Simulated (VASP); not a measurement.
# Ir (Fm-3m) in VASP: notebook

Ir is run at these levels: r2SCAN, r2SCAN0; tasks: single point.

Program: VASP 6.6.1. These are calculated values, not measurements. Logs are shortened: lines on timing, memory, paths and dates and some standing lists are left out, and cuts for length are marked.

## Step 1: The cell of the first run

It takes space group Fm-3m (No. 225, cubic). Conventional cell: a = 3.846 Å, b = 3.846 Å, c = 3.846 Å, α = 90.00°, β = 90.00°, γ = 90.00°. Within 3.6 Å of Ir (site symmetry m-3m) lie 12 Ir at 2.72 Å.

## Step 2: Single point, r2SCAN

POSCAR

```
Ir
1.0
    0.0000000000      1.9228496764      1.9228496764
    1.9228496764      0.0000000000      1.9228496764
    1.9228496764      1.9228496764      0.0000000000
Ir
1
Direct
    0.0000000000      0.0000000000      0.0000000000
```

INCAR.step1

```
SYSTEM = Ir
PREC     = Accurate       ! precision mode
ENCUT    = 520            ! plane-wave cutoff, eV
ISMEAR   = -1             ! smearing method
SIGMA    = 0.1            ! smearing width, eV
LREAL    = .False.        ! projectors in reciprocal space
LASPH    = .True.         ! aspherical terms in the spheres
NELM     = 100            ! most SCF steps
NBANDS   = 10             ! bands
GGA      = PE             ! functional
ALGO     = Normal         ! electronic algorithm
EDIFF    = 1E-4           ! SCF threshold, eV
LWAVE    = .True.         ! write WAVECAR
LCHARG   = .False.        ! write CHGCAR
```

INCAR.step2

```
SYSTEM = Ir
PREC     = Accurate       ! precision mode
ENCUT    = 520            ! plane-wave cutoff, eV
EDIFF    = 1E-7           ! SCF threshold, eV
ISMEAR   = -1             ! smearing method
SIGMA    = 0.1            ! smearing width, eV
LREAL    = .False.        ! projectors in reciprocal space
LASPH    = .True.         ! aspherical terms in the spheres
NELM     = 100            ! most SCF steps
ALGO     = Normal         ! electronic algorithm
ISIF     = 2              ! what is computed and relaxed
LWAVE    = .False.        ! write WAVECAR
LCHARG   = .True.         ! write CHGCAR
METAGGA  = R2SCAN         ! meta-GGA
LMIXTAU  = .True.       
LELF     = .True.         ! ELF
LVHAR    = .True.       
NBANDS   = 10             ! bands
ISTART   = 1
```

KPOINTS

```
Automatic mesh
0
Gamma
  23 23 23
  0 0 0
```

Potentials or basis: VASP PAW PBE potentials, release 64 (Ir).

Launch:

```
$ cat potpaw_PBE.64/Ir/POTCAR > POTCAR
$ cp INCAR.step1 INCAR
$ mpirun -np 1 vasp_std > vasp.out
$ cp INCAR.step2 INCAR
$ mpirun -np 1 vasp_std > vasp.out
```

OUTCAR:

```text
SYSTEM = Ir
   PREC = Accurate
   ENCUT = 520
   EDIFF = 1E-7
   ISMEAR = -1
   LREAL = .False.
   LASPH = .True.
   NELM = 100
   ISIF = 2
   METAGGA = R2SCAN
   ISTART = 1

 ion  position               nearest neighbor table
   1  0.000  0.000  0.000-

  LATTYP: Found a face centered cubic cell.
 ALAT       =     3.8456993528

  Lattice vectors:

 A1 = (   0.0000000000,   1.9228496764,   1.9228496764)
 A2 = (   1.9228496764,   0.0000000000,   1.9228496764)
 A3 = (   1.9228496764,   1.9228496764,   0.0000000000)

Analysis of symmetry for initial positions (statically):
=====================================================================
 Subroutine PRICEL returns:
 Original cell was already a primitive cell.

 Routine SETGRP: Setting up the symmetry group for a
 face centered cubic supercell.

 Subroutine GETGRP returns: Found 48 space group operations
 (whereof 48 operations were pure point group operations)
 out of a pool of 48 trial point group operations.

The static configuration has the point symmetry O_h .

Analysis of symmetry for dynamics (positions and initial velocities):
=====================================================================
 Subroutine PRICEL returns:
 Original cell was already a primitive cell.

 Routine SETGRP: Setting up the symmetry group for a
 face centered cubic supercell.

 Subroutine GETGRP returns: Found 48 space group operations
 (whereof 48 operations were pure point group operations)
 out of a pool of 48 trial point group operations.

The dynamic configuration has the point symmetry O_h .

 Subroutine INISYM returns: Found 48 space group operations
 (whereof 48 operations are pure point group operations),
 and found     1 'primitive' translations

----------------------------------------------------------------------------------------

                                     Primitive cell

  volume of cell :      14.2189

  direct lattice vectors                    reciprocal lattice vectors
     0.000000000  1.922849676  1.922849676    -0.260030727  0.260030727  0.260030727
     1.922849676  0.000000000  1.922849676     0.260030727 -0.260030727  0.260030727
     1.922849676  1.922849676  0.000000000     0.260030727  0.260030727 -0.260030727

  length of vectors
     2.719320091  2.719320091  2.719320091     0.450386431  0.450386431  0.450386431

  position of ions in fractional coordinates (direct lattice)
     0.000000000  0.000000000  0.000000000

  ion indices of the primitive-cell ions
   primitive index   ion index
                 1           1

----------------------------------------------------------------------------------------

 KPOINTS: Automatic mesh

Automatic generation of k-mesh.
 Grid dimensions read from file:
 generate k-points for:   23   23   23

 Generating k-lattice:

  Cartesian coordinates                     Fractional coordinates (reciprocal lattice)
    -0.011305684  0.011305684  0.011305684     0.043478261  0.000000000  0.000000000
     0.011305684 -0.011305684  0.011305684     0.000000000  0.043478261  0.000000000
     0.011305684  0.011305684 -0.011305684     0.000000000  0.000000000  0.043478261

  Length of vectors
     0.019582019  0.019582019  0.019582019

  Shift w.r.t. Gamma in fractional coordinates (k-lattice)
     0.000000000  0.000000000  0.000000000

 Subroutine IBZKPT returns following result:
 ===========================================

 Found    364 irreducible k-points:

 Following reciprocal coordinates:
            Coordinates               Weight
  0.000000  0.000000  0.000000      1.000000
  0.043478  0.000000  0.000000      8.000000
  0.086957  0.000000  0.000000      8.000000
  0.130435  0.000000  0.000000      8.000000
  0.173913  0.000000  0.000000      8.000000
  0.217391  0.000000  0.000000      8.000000
[... 16 lines left out ...]
  0.478261  0.043478  0.000000     24.000000
 -0.478261  0.043478  0.000000     24.000000
 [... further k-points ...]
   k-points           NKPTS =    364   k-points in BZ     NKDIM =    364   number of bands    NBANDS=     10
   number of dos      NEDOS =    301   number of ions     NIONS =      1
   total plane-waves  NPLWV =   8000
   dimension x,y,z NGX =    20 NGY =   20 NGZ =   20
   dimension x,y,z NGXF=    40 NGYF=   40 NGZF=   40
   ions per type =               1
   NGX,Y,Z   is equivalent  to a cutoff of  12.23, 12.23, 12.23 a.u.
   NGXF,Y,Z  is equivalent  to a cutoff of  24.45, 24.45, 24.45 a.u.
 SYSTEM =  Ir
   PREC   = accura    normal or accurate (medium, high low for compatibility)
   ISTART =      1    job   : 0-new  1-cont  2-samecut
   ICHARG =      0    charge: 1-file 2-atom 10-const
   ISPIN  =      1    spin polarized calculation?
   LNONCOLLINEAR =      F non collinear calculations
   LSORBIT =      F    spin-orbit coupling
   LASPH  =      T    aspherical Exc in radial PAW
   ENCUT  =  520.0 eV  38.22 Ry    6.18 a.u.   5.06  5.06  5.06*2*pi/ulx,y,z
   NELM   =    100;   NELMIN=  2; NELMDL=  0     # of ELM steps
   EDIFF  = 0.1E-06   stopping-criterion for ELM
   LREAL  =      F    real-space projection
   EDIFFG = 0.1E-05   stopping-criterion for IOM
   NSW    =      0    number of steps for IOM
   IBRION =     -1    ionic relax: 0-MD 1-quasi-New 2-CG
   NFREE  =      0    steps in history (QN), initial steepest desc. (CG)
   ISIF   =      2    stress and relaxation
   ISYM   =      2    0-nonsym 1-usesym 2-fastsym
   POTIM  = 0.5000    time-step for ionic-motion
   TEBEG  =    0.0;   TEEND  =   0.0 temperature during run
   PSTRESS=    0.0 pullay stress
   NELECT =       9.0000    total number of electrons
   NUPDOWN=      -1.0000    fix difference up-down
   EMIN   =  10.00;   EMAX   =-10.00  energy-range for DOS
   EFERMI =   0.00;   METHOD = LEGACY
   ISMEAR =    -1;   SIGMA  =   0.10  broadening in eV -4-tet -1-fermi 0-gaus
   EFERMI_NEDOS =   21; number of points for ismear=-14 and -15
   IALGO  =     38    algorithm
   IMIX   =      4    mixing-type and parameters
     AMIX     =   0.40;   BMIX     =  1.00
     AMIX_MAG =   1.60;   BMIX_MAG =  1.00
  volume/ion in A,a.u.               =      14.22        95.95
  Fermi-wavevector in a.u.,A,eV,Ry     =   1.405617  2.656231 26.881835  1.975759
  Thomas-Fermi vector in A             =   2.528060
   LORBIT       =      0    0 simple, 1 ext, 2 COOP (PROOUT), +10 PAW based schemes
   METAGGA = R2SCAN    functional components
   LHFCALC =     F    Hartree Fock is set to
   AEXX    =    0.0000 exact exchange contribution
   IVDW    =     0    specifies the selected vdW correction
   LEPSILON=     F    determine dielectric tensor
   LRPA    =     F    only Hartree local field effects (RPA)
 non-spin polarized calculation
  energy-cutoff  :      520.00
  volume of cell :       14.22
 maximum number of plane-waves:       392
   NGX = 11   NGY = 11   NGZ = 11

 number of electron       9.0000000 magnetization

 Free energy of the ion-electron system (eV)
  ---------------------------------------------------
  ext. energy  EPLUGINS =         0.00000000
  ---------------------------------------------------
  free energy    TOTEN  =       -52.38182451 eV

  energy without entropy =      -52.35491788  energy(sigma->0) =      -52.36837120

 E-fermi :  10.0646     XC(G=0): -15.2934

 val. band max:       10.0525319024   @ k =   0.3043   0.2174   0.0000
 cond. band min:      10.0778561077   @ k =   0.3043   0.2609   0.0000
 fundamental gap:      0.0253242053
 Fermi energy:        10.0646076291

 k-point     1 :       0.0000    0.0000    0.0000
  band No.  band energies     occupation
      1      -1.3842      2.00000
      2       6.1198      2.00000
      3       6.1198      2.00000
      4       6.1198      2.00000
      5       8.8093      1.99999
      6       8.8093      1.99999
      7      25.2021      0.00000
      8      31.0352      0.00000
      9      31.0352      0.00000
     10      31.0352      0.00000

 k-point     2 :       0.0435    0.0000    0.0000
  band No.  band energies     occupation
      1      -1.2963      2.00000
      2       6.0719      2.00000
      3       6.1584      2.00000
      4       6.1584      2.00000
      5       8.7844      1.99999
      6       8.7844      1.99999
      7      25.3530      0.00000
      8      30.5556      0.00000
      9      31.1769      0.00000
     10      31.1769      0.00000

 k-point     3 :       0.0870    0.0000    0.0000
  band No.  band energies     occupation
      1      -1.0381      2.00000
      2       5.9407      2.00000
      3       6.2652      2.00000
      4       6.2652      2.00000
      5       8.7219      2.00000
      6       8.7219      2.00000
      7      25.7827      0.00000
      8      29.4840      0.00000
      9      31.5935      0.00000
     10      31.5935      0.00000

 k-point     4 :       0.1304    0.0000    0.0000
  band No.  band energies     occupation
      1      -0.6271      2.00000
      2       5.7630      2.00000
      3       6.4107      2.00000
      4       6.4107      2.00000
      5       8.6607      2.00000
      6       8.6607      2.00000
      7      26.4146      0.00000
      8      28.2397      0.00000
      9      32.2603      0.00000
     10      32.2603      0.00000

 k-point     5 :       0.1739    0.0000    0.0000
  band No.  band energies     occupation
      1      -0.0982      2.00000
      2       5.5967      2.00000
      3       6.5398      2.00000
      4       6.5398      2.00000
      5       8.6663      2.00000
      6       8.6663      2.00000
      7      26.8465      0.00000
      8      27.2291      0.00000
      9      33.1350      0.00000
     10      33.1350      0.00000

 k-point     6 :       0.2174    0.0000    0.0000
  band No.  band energies     occupation
      1       0.4871      2.00000
      2       5.5226      2.00000
      3       6.5881      2.00000
      4       6.5881      2.00000
      5       8.8110      1.99999
      6       8.8110      1.99999
      7      25.6516      0.00000
      8      27.6322      0.00000
      9      34.1417      0.00000
     10      34.1417      0.00000
[... 183 lines left out ...]
 k-point    21 :       0.3913    0.0435    0.0000
  band No.  band energies     occupation
      1       1.7867      2.00000
      2       6.0887      2.00000
      3       6.2500      2.00000
      4       7.2190      2.00000
      5      10.3104      0.15777
      6      10.5359      0.01780
      7      20.4603      0.00000
      8      25.8304      0.00000
      9      31.8351      0.00000
     10      32.7542      0.00000

 k-point    22 :       0.4348    0.0435    0.0000
  band No.  band energies     occupation
      1       1.8105      2.00000
      2       5.9742      2.00000
      3       6.1323      2.00000
      4       8.1056      2.00000
      5      10.8515      0.00076
      6      10.8567      0.00073
      7      19.0271      0.00000
      8      25.3313      0.00000
      9      31.1343      0.00000
     10      31.7064      0.00000

 k-point    23 :       0.4783    0.0435    0.0000
  band No.  band energies     occupation
      1       1.8053      2.00000
      2       5.9096      2.00000
      3       6.0552      2.00000
      4       8.7827      1.99999
      5      11.0113      0.00015
      6      11.2981      0.00001
      7      17.9790      0.00000
      8      25.0487      0.00000
      9      30.7875      0.00000
     10      30.9724      0.00000

 k-point    24 :      -0.4783    0.0435    0.0000
  band No.  band energies     occupation
      1       1.8023      2.00000
      2       5.9003      2.00000
      3       6.0278      2.00000
      4       8.9907      1.99996
      5      10.9801      0.00021
      6      11.4878      0.00000
      7      17.6766      0.00000
      8      24.9789      0.00000
      9      30.6272      0.00000
     10      30.8566      0.00000

 [... further k-points ...]

------------------------ aborting loop because EDIFF is reached ----------------------------------------

  FORCE on cell =-STRESS in cart. coord.  units (eV):
  Direction    XX          YY          ZZ          XY          YZ          ZX
  --------------------------------------------------------------------------------------
  -------------------------------------------------------------------------------------
  Total        0.1960781      0.1960781      0.1960781      0.0000000      0.0000000      0.0000000
  in kB       22.0939671     22.0939671     22.0939671      0.0000000      0.0000000      0.0000000
  external PRESSURE =      22.0939671 kB  Pullay stress =       0.0000000 kB

 VOLUME and BASIS-vectors are now :
 -----------------------------------------------------------------------------
  energy-cutoff  :      520.00
  volume of cell :       14.22
      direct lattice vectors                 reciprocal lattice vectors
     0.000000000  1.922849676  1.922849676    -0.260030727  0.260030727  0.260030727
     1.922849676  0.000000000  1.922849676     0.260030727 -0.260030727  0.260030727
     1.922849676  1.922849676  0.000000000     0.260030727  0.260030727 -0.260030727

 POSITION                                       TOTAL-FORCE (eV/Angst)
 -----------------------------------------------------------------------------------
      0.00000      0.00000      0.00000         0.000000      0.000000      0.000000
 -----------------------------------------------------------------------------------
    total drift:                                0.000000     -0.000000     -0.000000

  FREE ENERGIE OF THE ION-ELECTRON SYSTEM (eV)
  ---------------------------------------------------
  free  energy   TOTEN  =       -52.3818245140 eV

  energy  without entropy=      -52.3549178843  energy(sigma->0) =      -52.36837120
```

Wall time 90 s (1 thread of Intel Xeon Platinum 8488C (Sapphire Rapids), shared host); peak memory 0.17 GiB.

Results:

```yaml
Free_energy: -52.3818 eV
Pressure: 2.2 GPa
```

Caveat: the PAW data sets were made with another functional, which shifts forces and pressure a little; spin-orbit coupling is left out, which moves the levels of the heavy elements.

## Step 3: Single point, r2SCAN

POSCAR

```
Ir
1.0
    0.0000000000      1.9228496765      1.9228496765
    1.9228496765      0.0000000000      1.9228496765
    1.9228496765      1.9228496765      0.0000000000
Ir
1
Direct
    0.0000000000      0.0000000000      0.0000000000
```

INCAR.step1

```
PREC = Accurate ; ENCUT = 520
ISMEAR = -1 ; SIGMA = 0.1
LREAL = F ; LASPH = T
NELM = 100 ; NBANDS = 10
GGA = PE ; ALGO = Normal
EDIFF = 1E-4 ; LWAVE = T
LCHARG = F
```

INCAR.step2

```
PREC = Accurate ; ENCUT = 520
EDIFF = 1E-6 ; ISMEAR = -1
SIGMA = 0.1 ; LREAL = F
LASPH = T ; NELM = 100
ALGO = Normal ; ISIF = 2
LWAVE = F ; LCHARG = F
METAGGA = R2SCAN ; LMIXTAU = T
NBANDS = 10 ; ISTART = 1
```

KPOINTS

```
regular mesh
0
Gamma
  7 7 7
```

Potentials or basis: VASP PAW PBE potentials, release 64 (Ir).

Launch:

```
$ cat potpaw_PBE.64/Ir/POTCAR > POTCAR
$ cp INCAR.step1 INCAR
$ mpirun -np 1 vasp_std > vasp.out
$ cp INCAR.step2 INCAR
$ mpirun -np 1 vasp_std > vasp.out
```

It took 13 s on 1 thread of AMD EPYC 7R13 (Zen 3), shared host; peak memory 0.1 GiB.

It converged, with:

| Quantity | Value |
| --- | --- |
| Free energy | -52.4578 eV |
| Pressure | 0.9 GPa |

Levels at points of the mesh, in eV from the Fermi level:
```
           k point  band 1  band 2  band 3  band 4  band 5  band 6  band 7  band 8  band 9
(0.00, 0.00, 0.00)  -11.54   -4.03   -4.03   -4.03   -1.35   -1.35   15.04   20.88   20.88
```

Caveat: the k points lie up to 0.40 Å⁻¹ apart; the PAW data sets were made with another functional, which shifts forces and pressure a little; spin-orbit coupling is left out, which moves the levels of the heavy elements.

(Part 1 of 2 ends here.)
